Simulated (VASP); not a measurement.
The system is C.

```
C
1.0
     2.50517    0.00000    0.00000
    -1.25259    2.16954    0.00000
     0.00000    0.00000    8.18182
C
8
Direct
  0.66667 0.33333 0.84375
  0.33333 0.66667 0.34375
  0.66667 0.33333 0.65625
  0.33333 0.66667 0.15625
  0.00000 0.00000 0.90625
  0.00000 0.00000 0.40625
  0.00000 0.00000 0.59375
  0.00000 0.00000 0.09375
```

Base run:

- Program: VASP 6.6.1
- Functional: r2SCAN
- Dispersion: rVV10
- Potentials or basis: VASP PAW PBE potentials, release 64 (C)
- Cutoff: 520 eV
- k mesh: 12 × 12 × 4
- Occupations: fermi-dirac, width 0.05 eV
- Spin: no spin polarisation

Its results: band gap on the k mesh 4.64 eV, indirect (least direct gap 5.44 eV); pressure 7.6 GPa; largest force 0.377 eV/Å.

Task: After a change of settings the same cell gave: band gap on the k mesh 4.45 eV, indirect (least direct gap 5.23 eV); pressure 3.6 GPa; largest force 0.341 eV/Å. Which change was it?
A. dispersion from rVV10 to D3(BJ); further incar settings from ALGO = Normal; EDIFF = 1e-06; NBANDS = 26 to ALGO = Normal; EDIFF = 1e-07; NBANDS = 26
B. functional from r2SCAN to revPBE; dispersion from rVV10 to D4
C. functional from r2SCAN to PBEsol; dispersion from rVV10 to none

Result: B.

Caveats: the PAW data sets were made with another functional, which shifts forces and pressure a little.
